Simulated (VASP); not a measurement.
# GaP (F-43m) in VASP: a series of runs

GaP is run at these levels: r2SCAN, PBE; tasks: G0W0 quasiparticle levels.

All numbers are computed with VASP 6.6.1; they aren't measurements. Logs are shortened: lines on timing, memory, paths and dates and some standing lists are left out, and cuts for length are marked.

## Step 1: The cell of the first run

The structure is cubic, space group F-43m (No. 216). The conventional cell has a = 5.451 Å, b = 5.451 Å, c = 5.451 Å, α = 90.00°, β = 90.00°, γ = 90.00°. Ga (site symmetry -43m) has 4 P at 2.36 Å within 3.1 Å. P (site symmetry -43m) has 4 Ga at 2.36 Å within 3.1 Å.

## Step 2: G0W0 quasiparticle levels, r2SCAN

File POSCAR:

```
GaP
1.0
    0.0000000000      2.7254102062      2.7254102062
    2.7254102062      0.0000000000      2.7254102062
    2.7254102062      2.7254102062      0.0000000000
Ga P
1 1
Direct
    0.0000000000      0.0000000000      0.0000000000
    0.2500000000      0.2500000000      0.2500000000
```

File INCAR.step1:

```
SYSTEM = GaP
PREC     = Accurate       ! precision mode
ENCUT    = 500            ! plane-wave cutoff, eV
EDIFF    = 1E-8           ! SCF threshold, eV
ISMEAR   = 0              ! smearing method
SIGMA    = 0.01           ! smearing width, eV
LREAL    = .FALSE.        ! projectors in reciprocal space
LASPH    = .TRUE.         ! aspherical terms in the spheres
NELM     = 60             ! most SCF steps
ALGO     = Normal         ! electronic algorithm
LWAVE    = .TRUE.         ! write WAVECAR
LCHARG   = .FALSE.        ! write CHGCAR
METAGGA  = R2SCAN         ! meta-GGA
LMIXTAU  = .TRUE.
```

File INCAR.step2:

```
SYSTEM = GaP
PREC     = Accurate       ! precision mode
ENCUT    = 500            ! plane-wave cutoff, eV
EDIFF    = 1E-8           ! SCF threshold, eV
ISMEAR   = 0              ! smearing method
SIGMA    = 0.01           ! smearing width, eV
LREAL    = .FALSE.        ! projectors in reciprocal space
LASPH    = .TRUE.         ! aspherical terms in the spheres
NELM     = 1              ! most SCF steps
ALGO     = Exact          ! electronic algorithm
LWAVE    = .TRUE.         ! write WAVECAR
LCHARG   = .FALSE.        ! write CHGCAR
METAGGA  = R2SCAN         ! meta-GGA
LMIXTAU  = .TRUE.       
NBANDS   = 161            ! bands
LOPTICS  = .TRUE.         ! frequency-dependent dielectric function
ISTART   = 1
```

File INCAR.step3:

```
SYSTEM = GaP
PREC     = Accurate       ! precision mode
ENCUT    = 500            ! plane-wave cutoff, eV
EDIFF    = 1E-8           ! SCF threshold, eV
ISMEAR   = 0              ! smearing method
SIGMA    = 0.01           ! smearing width, eV
LREAL    = .FALSE.        ! projectors in reciprocal space
LASPH    = .TRUE.         ! aspherical terms in the spheres
ALGO     = EVGW0          ! electronic algorithm
LWAVE    = .FALSE.        ! write WAVECAR
LCHARG   = .FALSE.        ! write CHGCAR
METAGGA  = R2SCAN         ! meta-GGA
LMIXTAU  = .TRUE.       
NELMGW   = 1            
NBANDS   = 161            ! bands
ENCUTGW  = 140.0          ! cutoff of the response function
NOMEGA   = 96             ! frequency points
PRECFOCK = Fast         
ISTART   = 1            
NBANDSGW = 17           
OMEGAMAX = 20
```

File KPOINTS:

```
Automatic mesh
0
G
  4 4 4
  0 0 0
```

Potentials or basis: VASP PAW PBE potentials, release 64 (Ga_d_GW, P_GW).

The run is started by

```bash
$ cat potpaw_PBE.64/Ga_d_GW/POTCAR potpaw_PBE.64/P_GW/POTCAR > POTCAR
$ cp INCAR.step1 INCAR
$ mpirun -np 1 vasp_std > vasp.out
$ cp INCAR.step2 INCAR
$ mpirun -np 1 vasp_std > vasp.out
$ cp INCAR.step3 INCAR
$ mpirun -np 1 vasp_std > vasp.out
```

OUTCAR:

```text
SYSTEM = GaP
   PREC = Accurate
   ENCUT = 500
   EDIFF = 1E-8
   ISMEAR = 0
   LREAL = .FALSE.
   LASPH = .TRUE.
   METAGGA = R2SCAN
   NELMGW = 1
   ENCUTGW = 140.0
   PRECFOCK = Fast
   ISTART = 1

 ion  position               nearest neighbor table
   1  0.000  0.000  0.000-   2 2.36   2 2.36   2 2.36   2 2.36
   2  0.250  0.250  0.250-   1 2.36   1 2.36   1 2.36   1 2.36

  LATTYP: Found a face centered cubic cell.
 ALAT       =     5.4508204124

  Lattice vectors:

 A1 = (   0.0000000000,   2.7254102062,   2.7254102062)
 A2 = (   2.7254102062,   0.0000000000,   2.7254102062)
 A3 = (   2.7254102062,   2.7254102062,   0.0000000000)

Analysis of symmetry for initial positions (statically):
=====================================================================
 Subroutine PRICEL returns:
 Original cell was already a primitive cell.

 Routine SETGRP: Setting up the symmetry group for a
 face centered cubic supercell.

 Subroutine GETGRP returns: Found 24 space group operations
 (whereof 24 operations were pure point group operations)
 out of a pool of 48 trial point group operations.

The static configuration has the point symmetry T_d .

Analysis of symmetry for dynamics (positions and initial velocities):
=====================================================================
 Subroutine PRICEL returns:
 Original cell was already a primitive cell.

 Routine SETGRP: Setting up the symmetry group for a
 face centered cubic supercell.

 Subroutine GETGRP returns: Found 24 space group operations
 (whereof 24 operations were pure point group operations)
 out of a pool of 48 trial point group operations.

The dynamic configuration has the point symmetry T_d .

 Subroutine INISYM returns: Found 24 space group operations
 (whereof 24 operations are pure point group operations),
 and found     1 'primitive' translations

----------------------------------------------------------------------------------------

                                     Primitive cell

  volume of cell :      40.4879

  direct lattice vectors                    reciprocal lattice vectors
     0.000000000  2.725410206  2.725410206    -0.183458622  0.183458622  0.183458622
     2.725410206  0.000000000  2.725410206     0.183458622 -0.183458622  0.183458622
     2.725410206  2.725410206  0.000000000     0.183458622  0.183458622 -0.183458622

  length of vectors
     3.854312077  3.854312077  3.854312077     0.317759654  0.317759654  0.317759654

  position of ions in fractional coordinates (direct lattice)
     0.000000000  0.000000000  0.000000000
     0.250000000  0.250000000  0.250000000

  ion indices of the primitive-cell ions
   primitive index   ion index
                 1           1
                 2           2

----------------------------------------------------------------------------------------

 KPOINTS: Automatic mesh

Automatic generation of k-mesh.
 Grid dimensions read from file:
 generate k-points for:    4    4    4

 Generating k-lattice:

  Cartesian coordinates                     Fractional coordinates (reciprocal lattice)
    -0.045864655  0.045864655  0.045864655     0.250000000  0.000000000  0.000000000
     0.045864655 -0.045864655  0.045864655     0.000000000  0.250000000  0.000000000
     0.045864655  0.045864655 -0.045864655     0.000000000  0.000000000  0.250000000

  Length of vectors
     0.079439913  0.079439913  0.079439913

  Shift w.r.t. Gamma in fractional coordinates (k-lattice)
     0.000000000  0.000000000  0.000000000

 Subroutine IBZKPT returns following result:
 ===========================================

 Found      8 irreducible k-points:

 Following reciprocal coordinates:
            Coordinates               Weight
  0.000000  0.000000  0.000000      1.000000
  0.250000  0.000000  0.000000      8.000000
  0.500000  0.000000  0.000000      4.000000
  0.250000  0.250000  0.000000      6.000000
  0.500000  0.250000  0.000000     24.000000
 -0.250000  0.250000  0.000000     12.000000
  0.500000  0.500000  0.000000      3.000000
 -0.250000  0.500000  0.250000      6.000000
   k-points           NKPTS =      8   k-points in BZ     NKDIM =     64   number of bands    NBANDS=    161
   number of dos      NEDOS =    301   number of ions     NIONS =      2
   total plane-waves  NPLWV =  21952
   dimension x,y,z NGX =    28 NGY =   28 NGZ =   28
   dimension x,y,z NGXF=    56 NGYF=   56 NGZF=   56
   ions per type =               1   1
   NGX,Y,Z   is equivalent  to a cutoff of  12.08, 12.08, 12.08 a.u.
   NGXF,Y,Z  is equivalent  to a cutoff of  24.15, 24.15, 24.15 a.u.
 SYSTEM =  GaP
   PREC   = accura    normal or accurate (medium, high low for compatibility)
   ISTART =      1    job   : 0-new  1-cont  2-samecut
   ICHARG =      0    charge: 1-file 2-atom 10-const
   ISPIN  =      1    spin polarized calculation?
   LNONCOLLINEAR =      F non collinear calculations
   LSORBIT =      F    spin-orbit coupling
   LASPH  =      T    aspherical Exc in radial PAW
   ENCUT  =  500.0 eV  36.75 Ry    6.06 a.u.   7.03  7.03  7.03*2*pi/ulx,y,z
   NELM   =     60;   NELMIN=  2; NELMDL=  0     # of ELM steps
   EDIFF  = 0.1E-07   stopping-criterion for ELM
   LREAL  =      F    real-space projection
   EDIFFG = 0.1E-06   stopping-criterion for IOM
   NSW    =      0    number of steps for IOM
   IBRION =     -1    ionic relax: 0-MD 1-quasi-New 2-CG
   NFREE  =      0    steps in history (QN), initial steepest desc. (CG)
   ISIF   =      0    stress and relaxation
   ISYM   =      3    0-nonsym 1-usesym 2-fastsym
   POTIM  = 0.5000    time-step for ionic-motion
   TEBEG  =    0.0;   TEEND  =   0.0 temperature during run
   PSTRESS=    0.0 pullay stress
   NELECT =      18.0000    total number of electrons
   NUPDOWN=      -1.0000    fix difference up-down
   EMIN   =  10.00;   EMAX   =-10.00  energy-range for DOS
   EFERMI =   0.00;   METHOD = LEGACY
   ISMEAR =     0;   SIGMA  =   0.01  broadening in eV -4-tet -1-fermi 0-gaus
   EFERMI_NEDOS =   21; number of points for ismear=-14 and -15
   IALGO  =     38    algorithm
   IMIX   =      4    mixing-type and parameters
     AMIX     =   0.40;   BMIX     =  1.00
     AMIX_MAG =   1.60;   BMIX_MAG =  1.00
  volume/ion in A,a.u.               =      20.24       136.61
  Fermi-wavevector in a.u.,A,eV,Ry     =   1.249464  2.361145 21.240879  1.561161
  Thomas-Fermi vector in A             =   2.383503
   LORBIT       =      0    0 simple, 1 ext, 2 COOP (PROOUT), +10 PAW based schemes
   METAGGA = R2SCAN    functional components
   LHFCALC =     T    Hartree Fock is set to
   PRECFOCK=fast      Normal, Fast or Accurate (Low or Medium for compatibility)
   ENCUT4O =  -1.0   cutoff for four orbital integrals eV
   NKREDX  =     1    reduce k-point grid by
   NKREDY  =     1    reduce k-point grid by
   NKREDZ  =     1    reduce k-point grid by
   AEXX    =    1.0000 exact exchange contribution
   HFSCREEN=    0.0000 screening length (either q_TF or 0.3 A-1)
   HFSCREENC=   0.0000 screening length for correlation (either q_TF or 0.3 A-1)
   ENCUTFOCK=  -1.0 apply spherical cutoff to Coloumb kernel
   IVDW    =     0    specifies the selected vdW correction
   LEPSILON=     F    determine dielectric tensor
   LRPA    =     F    only Hartree local field effects (RPA)
   LRPAFORCE           =     F    calculate RPA forces
   ENCUTGW             = 140.0    cutoff for response function in eV
   ENCUTGWSOFT         = 112.0    soft cutoff for Coulomb kernel in GW response function in eV
   ENCUTLF             =  -1.0    cutoff for local field effects
   NELMGW              =     1    number of iterations in solving QP/BSE equation
   NELMHF              =     1    number of iterations in the inner HF iteration
   NKREDLFX            =     1    NKREDLFY  =   1   NKREDLFZ  =   1
 non-spin polarized calculation
 Gauss-broadening in eV      SIGMA  =   0.01
  energy-cutoff  :      500.00
  volume of cell :       40.49
 maximum number of plane-waves:      1056
  NGX = 16; NGY = 16; NGZ = 16
   NGX = 13   NGY = 13   NGZ = 13
 maximum number of plane-waves:       169

 QP shifts <psi_nk| G(iteration)W_0 |psi_nk>: iteration 1
 for sc-GW calculations column KS-energies equals QP-energies in previous step
 and V_xc(KS)=  KS-energies - (<T + V_ion + V_H > + <T+V_H+V_ion>^1  + <V_x>^1)

 k-point   1 :       0.0000    0.0000    0.0000
  band No.  KS-energies  QP-energies   sigma(KS)   V_xc(KS)     V^pw_x(r,r')   Z            occupation Imag(sigma)

      1     -10.8090     -12.7154     -25.4171     -22.6876     -35.0891       0.6985       2.0000       0.1671
      2     -10.8090     -12.7154     -25.4171     -22.6876     -35.0891       0.6985       2.0000       0.1671
      3     -10.8090     -12.7154     -25.4171     -22.6876     -35.0891       0.6985       2.0000       0.1671
      4     -10.6953     -12.6456     -25.5920     -22.8091     -35.2372       0.7008       2.0000       0.1338
      5     -10.6953     -12.6456     -25.5920     -22.8091     -35.2372       0.7008       2.0000       0.1338
      6      -8.8188      -8.9224     -12.2352     -12.0803     -18.6629       0.6689       2.0000       0.9762
[... 9 lines left out ...]
     16      14.3986      14.5100     -10.4067     -10.5542      -5.0286       0.7552       0.0000      -0.2209
     17      17.3646      16.8740      -8.3017      -7.6562      -2.4153       0.7599       0.0000      -0.4502

 k-point   2 :       0.2500    0.0000    0.0000
  band No.  KS-energies  QP-energies   sigma(KS)   V_xc(KS)     V^pw_x(r,r')   Z            occupation Imag(sigma)

      1     -10.8596     -12.7026     -25.0747     -22.4222     -34.6956       0.6948       2.0000       0.1896
      2     -10.7931     -12.7039     -25.4505     -22.7158     -35.1251       0.6987       2.0000       0.1652
      3     -10.7931     -12.7039     -25.4505     -22.7158     -35.1251       0.6987       2.0000       0.1652
      4     -10.6941     -12.6454     -25.5930     -22.8109     -35.2415       0.7014       2.0000       0.1335
      5     -10.6941     -12.6454     -25.5930     -22.8109     -35.2415       0.7014       2.0000       0.1335
      6      -8.0038      -8.1452     -12.6667     -12.4637     -18.9267       0.6965       2.0000       0.9205
[... 9 lines left out ...]
     16      14.7301      14.3216      -7.9996      -7.4650      -2.4429       0.7641       0.0000      -0.3012
     17      18.0097      17.6694      -8.9826      -8.5357      -2.9042       0.7614       0.0000      -0.5228

 k-point   3 :       0.5000    0.0000    0.0000
  band No.  KS-energies  QP-energies   sigma(KS)   V_xc(KS)     V^pw_x(r,r')   Z            occupation Imag(sigma)
[... 85 lines left out ...]
      1     -10.9392     -12.7410     -24.8654     -22.2672     -34.4699       0.6935       2.0000       0.2064
      2     -10.7390     -12.6714     -25.5728     -22.8238     -35.2672       0.7029       2.0000       0.1608
      3     -10.7390     -12.6714     -25.5728     -22.8238     -35.2672       0.7029       2.0000       0.1608
      4     -10.7330     -12.6611     -25.4638     -22.7010     -35.0920       0.6979       2.0000       0.1403
      5     -10.6722     -12.6313     -25.6311     -22.8508     -35.2951       0.7047       2.0000       0.1311
      6      -5.7243      -5.8766     -13.5349     -13.3177     -19.1969       0.7006       2.0000       0.6545
[... 9 lines left out ...]
     16      17.7897      17.6206     -10.7983     -10.5764      -4.6589       0.7616       0.0000      -0.5335
     17      17.7897      17.6206     -10.7983     -10.5764      -4.6589       0.7616       0.0000      -0.5335

 k-point   8 :      -0.2500    0.5000    0.2500
  band No.  KS-energies  QP-energies   sigma(KS)   V_xc(KS)     V^pw_x(r,r')   Z            occupation Imag(sigma)

      1     -10.9202     -12.7138     -24.8720     -22.2810     -34.4824       0.6922       2.0000       0.2068
      2     -10.7663     -12.6919     -25.5166     -22.7684     -35.1972       0.7007       2.0000       0.1599
      3     -10.7440     -12.6680     -25.5387     -22.7918     -35.2237       0.7004       2.0000       0.1590
      4     -10.7121     -12.6502     -25.5478     -22.7747     -35.1932       0.6989       2.0000       0.1364
      5     -10.6859     -12.6360     -25.5975     -22.8192     -35.2526       0.7019       2.0000       0.1322
      6      -5.6292      -5.7929     -13.7279     -13.4941     -19.3919       0.7002       2.0000       0.6412
[... 9 lines left out ...]
     16      18.6437      18.5677     -10.6985     -10.5981      -4.0415       0.7569       0.0000      -0.6409
     17      18.8889      18.5202     -10.0694      -9.5883      -3.7227       0.7664       0.0000      -0.6345
```

Run time: 2 min. Hardware: 1 thread of Intel Xeon 6975P-C (Granite Rapids), shared host; peak memory 0.43 GiB.

What came out:

| Quantity | Value |
| --- | --- |
| Quasiparticle gap | 2.27 eV |
| Least direct quasiparticle gap | 2.95 eV |
| Band gap of the starting levels on the mesh | 1.88 eV |
| Least direct gap of the starting levels on the mesh | 2.33 eV |

Caveat: the k points lie up to 0.50 Å⁻¹ apart; bands, screening cutoff and mesh are small and nothing is extrapolated, so the quasiparticle values aren't converged.

(Continued in part 2 of 2.)
